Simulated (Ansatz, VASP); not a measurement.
One calculation of PbSe, two programs

The input INCAR:

```
SYSTEM = PbSe
PREC     = Accurate       ! precision mode
ENCUT    = 520            ! plane-wave cutoff, eV
EDIFF    = 1E-7           ! SCF threshold, eV
ISMEAR   = 0              ! smearing method
SIGMA    = 0.024          ! smearing width, eV
LREAL    = .False.        ! projectors in reciprocal space
LASPH    = .True.         ! aspherical terms in the spheres
NELM     = 100            ! most SCF steps
ALGO     = Normal         ! electronic algorithm
ISIF     = 2              ! what is computed and relaxed
LWAVE    = .False.        ! write WAVECAR
LCHARG   = .False.        ! write CHGCAR
GGA      = PE             ! functional
NBANDS   = 17             ! bands
```

KPOINTS

```
Automatic mesh
0
Gamma
  7 7 7
  0 0 0
```

POSCAR

```
PbSe
1.0
    3.7843220000      0.0000000000      0.0000000000
    0.0000000000      3.7843220000      0.0000000000
    0.0000000000      0.0000000000      3.7843220000
Pb Se
1 1
Direct
    0.0000000000      0.0000000000      0.0000000000
    0.5000000000      0.5000000000      0.5000000000
```

input.yaml

```yaml
crystal:
  lattice:
    - [3.784322, 0.0, 0.0]
    - [0.0, 3.784322, 0.0]
    - [0.0, 0.0, 3.784322]
  atoms:
    - { symbol: Pb, position: [0.0, 0.0, 0.0] }
    - { symbol: Se, position: [0.5, 0.5, 0.5] }
hamiltonian:
  xc: pbe
  pseudopotentials: { kind: paw }
kpoints:
  mp_grid: { grid: [7, 7, 7] }
scf:
  occupations: { method: gaussian, width: 0.024 }
output:
  forces: true
  stress: true
  eigenvalues: true
```

Alike in both runs: task single point; functional PBE; k mesh 7 × 7 × 7; occupations gaussian, width 0.024 eV; no spin polarisation.

|  | VASP | Ansatz |
| --- | --- | --- |
| version | VASP 6.6.1 | Ansatz 0.2.0 |
| potentials or method | VASP PAW PBE potentials, release 64 (Pb_d, Se) | Ansatz PAW |
| plane-wave cutoff (eV) | 520 | 420 |
| valence electrons in the cell | 20 | 30 |

```csv
,VASP,Ansatz,Ansatz less VASP
gap on the k mesh at the Fermi level (eV),none,none,-
pressure (GPa),-0.2,-0.2,+0.02
```

A gap of «none» marks a metal or a gap that the smearing closes. The functional is the same, so the differences come from potentials, cutoffs and numerics. VASP's potentials hold 20 valence electrons a cell and Ansatz's 30, so a difference there can come from the potentials and not from the codes.

Spin-orbit coupling is off throughout.
